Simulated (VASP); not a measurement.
# BO (R3m) in VASP: notebook, part 2 of 2

VASP 6.6.1.

**5. Single point, PBE, collinear spin, ferromagnetic start**

The input, INCAR:

```
  PREC = Accurate
  ENCUT = 520
  EDIFF = 1E-6
  ISMEAR = 0
  SIGMA = 0.1
  LREAL = False
  LASPH = True
  NELM = 150
  ALGO = Normal
  ISIF = 2
  LWAVE = False
  LCHARG = True
  ISPIN = 2
  MAGMOM = 0 1
  LORBIT = 11
  GGA = PE
  LELF = True
  LVHAR = True
  NBANDS = 16
```

The input, KPOINTS:

```
regular mesh
0
Gamma
  6 6 6
```

The input, POSCAR:

```
BO
1.0
    1.3290808100      0.7673451600      2.2462279400
   -1.3290808100      0.7673451600      2.2462279400
    0.0000000000     -1.5346903200      2.2462279400
B O
1 1
Direct
    0.2421703400      0.2421703400      0.2421703400
    0.0000000000      0.0000000000      0.0000000000
```

Potentials or basis: VASP PAW PBE potentials, release 64 (B, O).

On the command line:

```console
$ cat potpaw_PBE.64/B/POTCAR potpaw_PBE.64/O/POTCAR > POTCAR
$ mpirun -np 1 vasp_std > vasp.out
```

OUTCAR:

```text
PREC = Accurate
   ENCUT = 520
   EDIFF = 1E-6
   ISMEAR = 0
   LREAL = False
   LASPH = True
   NELM = 150
   ISIF = 2
   ISPIN = 2
   LORBIT = 11
   GGA = PE

 ion  position               nearest neighbor table
   1  0.242  0.242  0.242-   2 1.63   2 1.65   2 1.65   2 1.65
   2  0.000  0.000  0.000-   1 1.63   1 1.65   1 1.65   1 1.65

  LATTYP: Found a trigonal (rhomboedric) cell.
 ALAT       =     2.7204437786
 COS(alpha) =     0.5226320469

  Lattice vectors:

 A1 = (   1.3290808100,   0.7673451600,   2.2462279400)
 A2 = (  -1.3290808100,   0.7673451600,   2.2462279400)
 A3 = (   0.0000000000,  -1.5346903200,   2.2462279400)

Analysis of symmetry for initial positions (statically):
=====================================================================
 Subroutine PRICEL returns:
 Original cell was already a primitive cell.

 Routine SETGRP: Setting up the symmetry group for a
 trigonal (rhombohedral) supercell.

 Subroutine GETGRP returns: Found  6 space group operations
[... 1093 lines left out ...]
      5      10.6506      1.00000
      6      14.4779      0.00000
[... 8 lines left out ...]
     15      46.0607      0.00000
     16      47.7561      0.00000

 [... further k-points ...]

------------------------ aborting loop because EDIFF is reached ----------------------------------------

  FORCE on cell =-STRESS in cart. coord.  units (eV):
  Direction    XX          YY          ZZ          XY          YZ          ZX
  --------------------------------------------------------------------------------------
  -------------------------------------------------------------------------------------
  Total        1.1811858      1.1811858      2.7882569      0.0000000     -0.0000000     -0.0000000
  in kB      137.6833981    137.6833968    325.0095649      0.0000000     -0.0000000     -0.0000000
  external PRESSURE =     200.1254533 kB  Pullay stress =       0.0000000 kB

 VOLUME and BASIS-vectors are now :
 -----------------------------------------------------------------------------
  energy-cutoff  :      520.00
  volume of cell :       13.75
      direct lattice vectors                 reciprocal lattice vectors
     1.329080810  0.767345160  2.246227940     0.376199849  0.217199085  0.148396931
    -1.329080810  0.767345160  2.246227940    -0.376199849  0.217199085  0.148396931
     0.000000000 -1.534690320  2.246227940     0.000000000 -0.434398170  0.148396931

 POSITION                                       TOTAL-FORCE (eV/Angst)
 -----------------------------------------------------------------------------------
      0.00000      0.00000      1.63191         0.000000      0.000000      0.060651
      0.00000      0.00000      0.00000         0.000000      0.000000     -0.060651
 -----------------------------------------------------------------------------------
    total drift:                               -0.000000     -0.000001      0.000057

  FREE ENERGIE OF THE ION-ELECTRON SYSTEM (eV)
  ---------------------------------------------------
  free  energy   TOTEN  =       -11.1987037745 eV

  energy  without entropy=      -11.1976069674  energy(sigma->0) =      -11.19815537

 total charge

# of ion       s       p       d       tot
------------------------------------------
    1        0.605   1.030   0.000   1.635
    2        1.646   3.427   0.000   5.073
--------------------------------------------------
tot          2.251   4.457   0.000   6.708

 magnetization (x)

# of ion       s       p       d       tot
------------------------------------------
    1        0.000   0.000   0.000   0.000
    2       -0.000  -0.000   0.000  -0.000
--------------------------------------------------
tot          0.000  -0.000   0.000   0.000
```

OSZICAR:

```text
N       E                     dE             d eps       ncg     rms          rms(c)
DAV:   1     0.174484160871E+02    0.17448E+02   -0.45637E+03  2072   0.538E+02
DAV:   2    -0.109066183430E+02   -0.28355E+02   -0.27287E+02  2664   0.129E+02
DAV:   3    -0.112551448678E+02   -0.34853E+00   -0.34807E+00  2336   0.113E+01
DAV:   4    -0.112553567723E+02   -0.21190E-03   -0.21190E-03  2728   0.366E-01
DAV:   5    -0.112553570275E+02   -0.25524E-06   -0.25427E-06  2368   0.111E-02    0.707E+00
DAV:   6    -0.111837378334E+02    0.71619E-01   -0.25830E+00  2336   0.659E+00    0.215E+00
DAV:   7    -0.111989604772E+02   -0.15223E-01   -0.53767E-02  2368   0.127E+00    0.110E+00
DAV:   8    -0.111964714198E+02    0.24891E-02   -0.59337E-03  2480   0.485E-01    0.463E-01
DAV:   9    -0.111986438619E+02   -0.21724E-02   -0.10040E-03  2312   0.198E-01    0.594E-02
DAV:  10    -0.111986769459E+02   -0.33084E-04   -0.62495E-05  2520   0.441E-02    0.414E-02
DAV:  11    -0.111986996642E+02   -0.22718E-04   -0.12385E-05  2144   0.246E-02    0.173E-02
DAV:  12    -0.111987035274E+02   -0.38632E-05   -0.21122E-06  2432   0.954E-03    0.422E-03
DAV:  13    -0.111987037745E+02   -0.24706E-06   -0.49581E-07  1496   0.468E-03
   1 F= -.11198704E+02 E0= -.11198155E+02  d E =-.109681E-02  mag=    -0.0001
```

It took 29 s on 1 thread of Oxide Virtual Turin-like, shared host; peak memory 0.1 GiB.

What came out:

```yaml
Free_energy: -11.1987 eV
Pressure: 20.0 GPa
Largest_force: 0.061 eV/Å
Net_moment: 0.00 μB per cell
Valence_electrons_inside_the_program's_atomic_spheres: B 1.64; O 5.07
```

Forces on the atoms (eV/Å):
```
B    0.000  0.000  0.061
O    0.000  0.000 -0.061
```

Caveat: the k points lie up to 0.48 Å⁻¹ apart.

**6. Overview**

```csv
task,spin,cell,cutoff (eV),gap on the mesh (eV),pressure (GPa),largest force (eV/Å)
single point,off,as given,520,none,20.0,0.06
relaxation of cell and atoms,off,relaxed,600,none,0.0,0.01
single point,"collinear, ferromagnetic start",as given,520,none,20.0,0.06
```

Alike in all rows: level PBE; potentials or basis VASP PAW PBE potentials, release 64 (B, O); k mesh 6 × 6 × 6; smearing gaussian 0.1 eV.

Caveats: all runs use coarse meshes; an odd number of electrons without spin polarisation forces a metal (at least some runs); a magnetic or distorted state may lie lower (at least some runs).

Absolute energies hang on the potentials; compare differences alone.
